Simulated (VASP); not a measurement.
Write the native input for VASP 6.6.1 that does the following.

| Property | Result |
| --- | --- |
| Task | single point |
| Functional | r2SCAN |
| Potentials or basis | VASP PAW PBE potentials, release 64 (Cu, I) |
| Cutoff | 520 eV |
| k mesh | 6 × 6 × 6 |
| Occupations | gaussian, width 0.01 eV |
| Spin | no spin polarisation |
| Dipole correction | no |
| Further INCAR settings | ALGO = Normal; EDIFF = 1e-07; NBANDS = 26 |

The system is CuI.

```
Cu I
1.0
     3.50374   -3.59315    0.00000
     3.50374    3.59315    0.00000
     0.00000    0.00000    4.32201
Cu I
2 2
Direct
  0.41680 0.58320 0.75000
  0.58320 0.41680 0.25000
  0.77795 0.22205 0.75000
  0.22205 0.77795 0.25000
```

One way to write it, as run:

POSCAR

```
CuI
1.0
    3.5037406371     -3.5931478134      0.0000000000
    3.5037406371      3.5931478134      0.0000000000
    0.0000000000      0.0000000000      4.3220123888
Cu I
2 2
Direct
    0.4168023173      0.5831976827      0.7500000000
    0.5831976827      0.4168023173      0.2500000000
    0.7779473852      0.2220526148      0.7500000000
    0.2220526148      0.7779473852      0.2500000000
```

INCAR.step1

```
SYSTEM = CuI
PREC = Accurate ; ENCUT = 520
ISMEAR = 0 ; SIGMA = 0.01
LREAL = .FALSE. ; LASPH = .TRUE.
NELM = 80 ; NBANDS = 26
GGA = PE ; ALGO = Normal
EDIFF = 1E-4 ; LWAVE = .TRUE.
LCHARG = .FALSE.
```

INCAR.step2

```
SYSTEM = CuI
PREC = Accurate ; ENCUT = 520
EDIFF = 1E-7 ; ISMEAR = 0
SIGMA = 0.01 ; LREAL = .FALSE.
LASPH = .TRUE. ; NELM = 80
ALGO = Normal ; ISIF = 2
LWAVE = .FALSE. ; LCHARG = .FALSE.
METAGGA = R2SCAN ; LMIXTAU = .TRUE.
NBANDS = 26 ; ISTART = 1
```

KPOINTS

```
Automatic mesh
0
G
  6 6 6
  0 0 0
```

Potentials or basis: VASP PAW PBE potentials, release 64 (Cu, I).

Command:

```bash
$ cat potpaw_PBE.64/Cu/POTCAR potpaw_PBE.64/I/POTCAR > POTCAR
$ cp INCAR.step1 INCAR
$ mpirun -np 1 vasp_std > vasp.out
$ cp INCAR.step2 INCAR
$ mpirun -np 1 vasp_std > vasp.out
```

It gave:

| Quantity | Value |
| --- | --- |
| Pressure | 1.0 GPa |
| Largest force | 0.036 eV/Å |
| Band gap on the k mesh | 1.36 eV |

Caveat: the PAW data sets were made with another functional, which shifts forces and pressure a little; spin-orbit coupling is left out, which moves the levels of the heavy elements.

Wall time 3.5 min on 1 thread of Intel(R) Xeon(R) 6975P-C (Granite Rapids), with other jobs on the host, peak memory 0.32 GiB.
